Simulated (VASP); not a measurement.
# BAs (F-43m) in VASP: a series of runs, part 2 of 2

VASP 6.6.1.

## Step 3: Single point, PBE

File INCAR:

```
PREC = Accurate
ENCUT = 520
EDIFF = 1E-7
ISMEAR = -1
SIGMA = 0.02
LREAL = F
LASPH = T
NELM = 100
ALGO = Normal
ISIF = 2
LWAVE = F
LCHARG = F
GGA = PE
NBANDS = 11
```

File KPOINTS:

```
regular mesh
0
Gamma
  5 5 5
```

File POSCAR:

```
BAs
1.0
    0.0000000000      2.3885000000      2.3885000000
    2.3885000000      0.0000000000      2.3885000000
    2.3885000000      2.3885000000      0.0000000000
As B
1 1
Direct
    0.7500000000      0.7500000000      0.7500000000
    0.0000000000      0.0000000000      0.0000000000
```

Potentials or basis: VASP PAW PBE potentials, release 64 (As, B).

Run with:

```sh
> cat potpaw_PBE.64/As/POTCAR potpaw_PBE.64/B/POTCAR > POTCAR
> mpirun -np 1 vasp_std > vasp.out
```

OUTCAR:

```text
PREC = Accurate
   ENCUT = 520
   EDIFF = 1E-7
   ISMEAR = -1
   LREAL = F
   LASPH = T
   NELM = 100
   ISIF = 2
   GGA = PE

 ion  position               nearest neighbor table
   1  0.750  0.750  0.750-   2 2.07   2 2.07   2 2.07   2 2.07
   2  0.000  0.000  0.000-   1 2.07   1 2.07   1 2.07   1 2.07

  LATTYP: Found a face centered cubic cell.
 ALAT       =     4.7770000000

  Lattice vectors:

 A1 = (   0.0000000000,   2.3885000000,   2.3885000000)
 A2 = (   2.3885000000,   0.0000000000,   2.3885000000)
 A3 = (   2.3885000000,   2.3885000000,   0.0000000000)

Analysis of symmetry for initial positions (statically):
=====================================================================
 Subroutine PRICEL returns:
 Original cell was already a primitive cell.

 Routine SETGRP: Setting up the symmetry group for a
 face centered cubic supercell.

 Subroutine GETGRP returns: Found 24 space group operations
 (whereof 24 operations were pure point group operations)
 out of a pool of 48 trial point group operations.

The static configuration has the point symmetry T_d .
[... 154 lines left out ...]
  band No.  band energies     occupation
      1      -9.2641      2.00000
      2       6.1418      2.00000
      3       6.1418      2.00000
      4       6.1418      2.00000
      5       9.4117      0.00000
      6       9.4117      0.00000
      7       9.4117      0.00000
      8      10.8298      0.00000
      9      15.7224      0.00000
     10      19.0821      0.00000
     11      19.0821      0.00000
[... 113 lines left out ...]
 k-point    10 :      -0.4000    0.4000    0.2000
  band No.  band energies     occupation
      1      -5.5486      2.00000
      2      -1.4916      2.00000
      3       0.6677      2.00000
      4       1.9749      2.00000
      5      10.5525      0.00000
      6      11.4453      0.00000
      7      12.2531      0.00000
      8      15.8094      0.00000
      9      17.2396      0.00000
     10      20.3268      0.00000
     11      22.7426      0.00000

------------------------ aborting loop because EDIFF is reached ----------------------------------------

  FORCE on cell =-STRESS in cart. coord.  units (eV):
  Direction    XX          YY          ZZ          XY          YZ          ZX
  --------------------------------------------------------------------------------------
  -------------------------------------------------------------------------------------
  Total        0.6110034      0.6110034      0.6110034      0.0000000      0.0000000      0.0000000
  in kB       35.9210033     35.9210033     35.9210033      0.0000000      0.0000000      0.0000000
  external PRESSURE =      35.9210033 kB  Pullay stress =       0.0000000 kB

 VOLUME and BASIS-vectors are now :
 -----------------------------------------------------------------------------
  energy-cutoff  :      520.00
  volume of cell :       27.25
      direct lattice vectors                 reciprocal lattice vectors
     0.000000000  2.388500000  2.388500000    -0.209336404  0.209336404  0.209336404
     2.388500000  0.000000000  2.388500000     0.209336404 -0.209336404  0.209336404
     2.388500000  2.388500000  0.000000000     0.209336404  0.209336404 -0.209336404

 POSITION                                       TOTAL-FORCE (eV/Angst)
 -----------------------------------------------------------------------------------
      3.58275      3.58275      3.58275        -0.000000     -0.000000     -0.000000
      0.00000      0.00000      0.00000         0.000000      0.000000      0.000000
 -----------------------------------------------------------------------------------
    total drift:                                0.000000      0.000000      0.000000

  FREE ENERGIE OF THE ION-ELECTRON SYSTEM (eV)
  ---------------------------------------------------
  free  energy   TOTEN  =       -11.3504467266 eV

  energy  without entropy=      -11.3504467266  energy(sigma->0) =      -11.35044673
```

stdout:

```text
POSCAR found type information on POSCAR AsB
 POSCAR found :  2 types and       2 ions
 scaLAPACK will be used
 LDA part: xc-table for (Slater+PW92), standard interpolation
 POSCAR, INCAR and KPOINTS ok, starting setup
 FFT: planning ... GRIDC
 FFT: planning ... GRID_SOFT
 FFT: planning ... GRID
 WAVECAR not read
 entering main loop
```

Run time: 4 s. Hardware: 1 thread of Intel Xeon Platinum 8488C (Sapphire Rapids), shared host; peak memory 0.15 GiB.

Results:

| Property | Result |
| --- | --- |
| Free energy | -11.3504 eV |
| Pressure | 3.6 GPa |
| Band gap on the k mesh | 1.17 eV, indirect (least direct gap 3.27 eV) |

Caveat: the k points lie up to 0.46 Å⁻¹ apart.

## Step 4: Single point, PBEsol, collinear spin, ferromagnetic start (volume scaled by 0.94)

File INCAR:

```
SYSTEM = BAs
PREC = Accurate
ENCUT = 520
EDIFF = 1E-7
ISMEAR = -1
SIGMA = 0.15
LREAL = .FALSE.
LASPH = .TRUE.
NELM = 150
ALGO = Normal
ISIF = 2
LWAVE = .FALSE.
LCHARG = .TRUE.
ISPIN = 2
MAGMOM = 0.5 0
LORBIT = 11
GGA = PS
LELF = .TRUE.
LVHAR = .TRUE.
NBANDS = 15
```

File KPOINTS:

```
Automatic mesh
0
G
  10 10 10
  0 0 0
```

File POSCAR:

```
BAs
1.0
    0.0000000000      2.3397414207      2.3397414207
    2.3397414207      0.0000000000      2.3397414207
    2.3397414207      2.3397414207      0.0000000000
As B
1 1
Direct
    0.7500000000      0.7500000000      0.7500000000
    0.0000000000      0.0000000000      0.0000000000
```

Run with:

```sh
> cat potpaw_PBE.64/As/POTCAR potpaw_PBE.64/B/POTCAR > POTCAR
> mpirun -np 1 vasp_std > vasp.out
```

It took 26 s on 1 thread of Intel Xeon Platinum 8488C (Sapphire Rapids), shared host; peak memory 0.18 GiB.

The run converged. Its results:

```yaml
Free_energy: -12.1551 eV
Pressure: 10.0 GPa
Band_gap_on_the_k_mesh: 1.01 eV, indirect (least direct gap 3.32 eV)
Net_moment: 0.00 μB per cell
Valence_electrons_inside_the_program's_atomic_spheres: As 2.99; B 1.91
```

Levels at points of the mesh, in eV from the valence-band top:
Spin up:
```tsv
k point	band 1	band 2	band 3	band 4	band 5	band 6	band 7	band 8
(0.00, 0.00, 0.00)	-16.02	0.00	0.00	0.00	3.32	3.32	3.32	5.48
(0.50, 0.00, 0.00)	-12.90	-9.30	-1.94	-1.94	3.03	4.80	4.80	8.81
(0.50, 0.50, 0.00)	-11.49	-8.89	-4.37	-4.37	1.25	1.26	11.94	11.94
```
Spin down:
```csv
k point,band 1,band 2,band 3,band 4,band 5,band 6,band 7,band 8,band 9
"(0.00, 0.00, 0.00)",-16.02,0.00,0.00,0.00,3.32,3.32,3.32,5.48,9.66
"(0.50, 0.00, 0.00)",-12.90,-9.30,-1.94,-1.94,3.03,4.80,4.80,8.81,13.03
"(0.50, 0.50, 0.00)",-11.49,-8.89,-4.37,-4.37,1.25,1.26,11.94,11.94,13.35
```

Caveat: the PAW data sets were made with another functional, which shifts forces and pressure a little. A k mesh can miss the band edges.

## Step 5: Single point, PBEsol, collinear spin, ferromagnetic start (volume scaled by 0.96)

File INCAR:

```
SYSTEM = BAs
  ALGO = Normal
  EDIFF = 1E-6
  ENCUT = 520
  GGA = PS
  ISIF = 2
  ISMEAR = -1
  ISPIN = 2
  LASPH = .TRUE.
  LCHARG = .TRUE.
  LELF = .TRUE.
  LORBIT = 11
  LREAL = .FALSE.
  LVHAR = .TRUE.
  LWAVE = .FALSE.
  MAGMOM = 0.5 0
  NBANDS = 15
  NELM = 150
  PREC = Accurate
  SIGMA = 0.15
```

File KPOINTS:

```
k-points
0
G
  10 10 10
  0 0 0
```

File POSCAR:

```
BAs
1.0
    0.0000000000      2.3562190158      2.3562190158
    2.3562190158      0.0000000000      2.3562190158
    2.3562190158      2.3562190158      0.0000000000
As B
1 1
Direct
    0.7500000000      0.7500000000      0.7500000000
    0.0000000000      0.0000000000      0.0000000000
```

Run with:

```sh
> cat potpaw_PBE.64/As/POTCAR potpaw_PBE.64/B/POTCAR > POTCAR
> mpirun -np 1 vasp_std > vasp.out
```

It took 24 s on 1 thread of Intel Xeon Platinum 8488C (Sapphire Rapids), shared host; peak memory 0.18 GiB.

Results (log left out):

* Free energy: -12.1828 eV
* Pressure: 6.3 GPa
* Band gap on the k mesh: 1.03 eV, indirect (least direct gap 3.29 eV)
* Net moment: 0.00 μB per cell
* Valence electrons inside the program's atomic spheres: As 2.97; B 1.88

Levels at points of the mesh, in eV from the valence-band top:
Spin up:
| k point | band 2 | band 3 | band 4 | band 5 | band 6 | band 7 |
| --- | --- | --- | --- | --- | --- | --- |
| (0.00, 0.00, 0.00) | 0.00 | 0.00 | 0.00 | 3.29 | 3.29 | 3.29 |
| (0.50, 0.00, 0.00) | -9.14 | -1.90 | -1.90 | 2.90 | 4.77 | 4.77 |
| (0.50, 0.50, 0.00) | -8.77 | -4.28 | -4.28 | 1.27 | 1.29 | 11.74 |
Spin down:
```tsv
k point	band 1	band 2	band 3	band 4	band 5	band 6	band 7	band 8	band 9
(0.00, 0.00, 0.00)	-15.82	0.00	0.00	0.00	3.29	3.29	3.29	5.21	9.55
(0.50, 0.00, 0.00)	-12.78	-9.14	-1.90	-1.90	2.90	4.77	4.77	8.78	12.87
(0.50, 0.50, 0.00)	-11.41	-8.77	-4.28	-4.28	1.27	1.29	11.74	11.74	13.15
```

Caveat: the PAW data sets were made with another functional, which shifts forces and pressure a little. A k mesh can miss the band edges.

## Step 6: Single point, PBEsol, collinear spin, ferromagnetic start (volume scaled by 0.98)

File INCAR:

```
ALGO = Normal
EDIFF = 1E-6
ENCUT = 520
GGA = PS
ISIF = 2
ISMEAR = -1
ISPIN = 2
LASPH = T
LCHARG = F
LORBIT = 11
LREAL = F
LWAVE = F
MAGMOM = 0.5 0
NBANDS = 15
NELM = 150
PREC = Accurate
SIGMA = 0.15
```

File KPOINTS:

```
k-points
0
Gamma
  10 10 10
```

File POSCAR:

```
BAs
1.0
    0.0000000000      2.3724693156      2.3724693156
    2.3724693156      0.0000000000      2.3724693156
    2.3724693156      2.3724693156      0.0000000000
As B
1 1
Direct
    0.7500000000      0.7500000000      0.7500000000
    0.0000000000      0.0000000000      0.0000000000
```

Potentials or basis: VASP PAW PBE potentials, release 64 (As, B).

Run with:

```sh
> cat potpaw_PBE.64/As/POTCAR potpaw_PBE.64/B/POTCAR > POTCAR
> mpirun -np 1 vasp_std > vasp.out
```

It took 23 s on 1 thread of Intel Xeon Platinum 8488C (Sapphire Rapids), shared host; peak memory 0.18 GiB.

Results (log left out):

```
Free energy                                           : -12.1987 eV
Pressure                                              : 3.0 GPa
Band gap on the k mesh                                : 1.06 eV, indirect (least direct gap 3.27 eV)
Net moment                                            : 0.00 μB per cell
Valence electrons inside the program's atomic spheres : As 2.95; B 1.85
```

Levels at points of the mesh, in eV from the valence-band top:
Spin up:
| k point | band 1 | band 2 | band 3 | band 4 | band 5 | band 6 | band 7 | band 8 | band 9 |
| --- | --- | --- | --- | --- | --- | --- | --- | --- | --- |
| (0.00, 0.00, 0.00) | -15.62 | 0.00 | 0.00 | 0.00 | 3.27 | 3.27 | 3.27 | 4.94 | 9.45 |
| (0.50, 0.00, 0.00) | -12.66 | -8.98 | -1.86 | -1.86 | 2.77 | 4.75 | 4.75 | 8.74 | 12.71 |
| (0.50, 0.50, 0.00) | -11.32 | -8.65 | -4.19 | -4.19 | 1.29 | 1.31 | 11.54 | 11.54 | 12.96 |
Spin down:
```
           k point  band 2  band 3  band 4  band 5  band 6  band 7
(0.00, 0.00, 0.00)    0.00    0.00    0.00    3.27    3.27    3.27
(0.50, 0.00, 0.00)   -8.98   -1.86   -1.86    2.77    4.75    4.75
(0.50, 0.50, 0.00)   -8.65   -4.19   -4.19    1.29    1.31   11.54
```

Caveat: the PAW data sets were made with another functional, which shifts forces and pressure a little. A k mesh can miss the band edges.

## Step 7: Summary

| task | level | spin | cell | k mesh | cutoff (eV) | smearing | gap on the mesh (eV) | pressure (GPa) | moment (μB) |
| --- | --- | --- | --- | --- | --- | --- | --- | --- | --- |
| relaxation of cell and atoms | BLYP | off | relaxed from a = 3.378 Å, angles 60.0°, 2 atoms | 10 × 10 × 10 | 600 | fermi-dirac 0.05 eV | 1.45 | 0.0 | - |
| single point | PBE | off | a = 3.378 Å, angles 60.0°, 2 atoms | 5 × 5 × 5 | 520 | fermi-dirac 0.02 eV | 1.17 | 3.6 | - |
| single point | PBEsol | collinear, ferromagnetic start | a = 3.309 Å, angles 60.0°, 2 atoms | 10 × 10 × 10 | 520 | fermi-dirac 0.15 eV | 1.01 | 10.0 | 0.00 |
| single point | PBEsol | collinear, ferromagnetic start | a = 3.332 Å, angles 60.0°, 2 atoms | 10 × 10 × 10 | 520 | fermi-dirac 0.15 eV | 1.03 | 6.3 | 0.00 |
| single point | PBEsol | collinear, ferromagnetic start | a = 3.355 Å, angles 60.0°, 2 atoms | 10 × 10 × 10 | 520 | fermi-dirac 0.15 eV | 1.06 | 3.0 | 0.00 |

Alike in all rows: potentials or basis VASP PAW PBE potentials, release 64 (As, B).

Caveats: some runs use coarse meshes; the PAW data sets were made with another functional, which shifts forces and pressure a little (some runs).

Absolute energies hang on the potentials; compare differences alone.
